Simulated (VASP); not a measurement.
**Ga4AsN3: single point with PBE**

Crystal: Ga4AsN3.

```xyz
8
Lattice="4.9071 0.0000 0.0000 0.0000 4.9071 0.0000 0.0000 0.0000 4.9071" Properties=species:S:1:pos:R:3 pbc="T T T"
N     2.4535    0.0000    0.0000
N     0.0000    2.4535    0.0000
N     0.0000    0.0000    2.4535
Ga    1.1140    3.7931    3.7931
Ga    3.7931    1.1140    3.7931
Ga    3.7931    3.7931    1.1140
Ga    1.1140    1.1140    1.1140
As    2.4535    2.4535    2.4535
```

This cell differs from its parent crystal: volume changed by +3%.

```json
{"Program": "VASP 6.6.1", "Task": "single point", "Functional": "PBE", "Potentials or basis": "VASP PAW PBE potentials, release 64 (N, Ga_d, As)", "Cutoff": "520 eV", "k mesh": "4 × 4 × 4", "Occupations": "fermi-dirac, width 0.02 eV", "Spin": "no spin polarisation"}
```

```
Pressure               : -3.2 GPa
Largest force          : 0.041 eV/Å
Band gap on the k mesh : zero (filled and empty bands touch)
```

Forces on the atoms (eV/Å):
```
N    0.000  0.000  0.000
N    0.000  0.000  0.000
N    0.000  0.000  0.000
Ga   0.024 -0.024 -0.024
Ga  -0.024  0.024 -0.024
Ga  -0.024 -0.024  0.024
Ga   0.024  0.024  0.024
As   0.000  0.000  0.000
```

Levels at points of the mesh, in eV from the Fermi level:
```
           k point  band 34  band 35  band 36  band 37  band 38  band 39
(0.00, 0.00, 0.00)    -0.92    -0.01    -0.01    -0.01     2.61     2.61
(0.50, 0.00, 0.00)    -2.23    -0.96    -0.96     1.83     3.78     4.71
(0.50, 0.50, 0.00)    -1.54    -0.65    -0.65     3.36     3.90     3.90
(0.50, 0.50, 0.50)    -0.23    -0.23    -0.23     1.82     1.82     1.82
```

Wall time 51 s on 1 thread of Intel(R) Xeon(R) Platinum 8375C CPU @ 2.90GHz (Ice Lake) (shared host), peak memory 0.22 GiB.
